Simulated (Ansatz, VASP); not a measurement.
Two plane-wave programs on Si16B

```
Si B
1.0
     0.00000    5.43000    5.43000
     5.43000    0.00000    5.43000
     5.43000    5.43000    0.00000
Si B
16 1
Cartesian
  -0.0032 -0.0021 0.0000
  1.3527 1.3530 1.3297
  2.7063 2.7061 -0.0109
  4.0635 4.0657 1.3609
  2.6831 0.0282 2.7452
  4.0972 1.3555 4.0750
  5.4348 2.7092 2.7201
  6.7822 4.0457 4.0732
  0.0314 2.6809 2.7482
  1.3545 4.0985 4.0757
  2.7081 5.4372 2.7214
  4.0466 6.7832 4.0739
  2.6885 2.6893 5.4075
  4.0933 4.0876 6.7821
  5.4712 5.4709 5.3894
  6.7839 6.7856 6.8148
  6.8413 6.8279 4.0550
```

Alike in both runs: functional PBEsol; k mesh 2 × 2 × 2; occupations fermi-dirac, width 0.02 eV; collinear spin.

Ansatz relaxed the structure, and its values are those at the end. VASP's run is a single point on that final structure, the one shown.

|  | VASP | Ansatz |
| --- | --- | --- |
| version | VASP 6.6.1 | Ansatz 0.2.0 |
| potentials or method | VASP PAW PBE potentials, release 64 (Si, B), cutoff 520 eV | scalar-relativistic, plane waves, PAW |
| valence electrons in the cell | 67 | 67 |

```csv
,VASP,Ansatz,Ansatz less VASP
rms of the force components (eV/Å),0.020,0.020,-0.0001
net moment per atom (μB),0.00,0.00,0.000
```

VASP's potentials were made for PBE, not for PBEsol, and Ansatz warns of the same on its side. Ansatz's warnings: filled band counts differ across k points, seeded moment not kept.

The k mesh is coarse, so the values compare programs but aren't converged.
